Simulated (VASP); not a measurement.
## W: single point with PBEsol

The system is W.

```xyz
1
Lattice="0.0000 2.0000 2.0000 2.0000 0.0000 2.0000 2.0000 2.0000 0.0000" Properties=species:S:1:pos:R:3 pbc="T T T"
W     0.0000    0.0000    0.0000
```

```yaml
Program: VASP 6.6.1
Task: single point
Functional: PBEsol
Potentials_or_basis: VASP PAW PBE potentials, release 64 (W_sv)
Cutoff: 520 eV
k_mesh: 11 × 11 × 11
Occupations: fermi-dirac, width 0.05 eV
Spin: no spin polarisation
Dipole_correction: no
Further_INCAR_settings: ALGO = Normal; EDIFF = 1e-07; NBANDS = 13
```

```json
{
 "Pressure": "0.5 GPa",
 "Band gap on the k mesh": "zero (band 7 reaches 13.48 eV, above the bottom of band 8 at 10.07 eV)"
}
```

Levels at points of the mesh, in eV from the Fermi level:
```csv
k point,band 5,band 6,band 7,band 8,band 9,band 10
"(0.00, 0.00, 0.00)",-9.11,-0.57,-0.57,-0.57,2.66,2.66
```

Wall time 8.8 s on 1 thread of AMD EPYC 7R13 Processor (Zen 3), with other jobs on the host, peak memory 0.11 GiB.

Caveat: the PAW data sets were made with another functional, which shifts forces and pressure a little; spin-orbit coupling is left out, which moves the levels of the heavy elements.
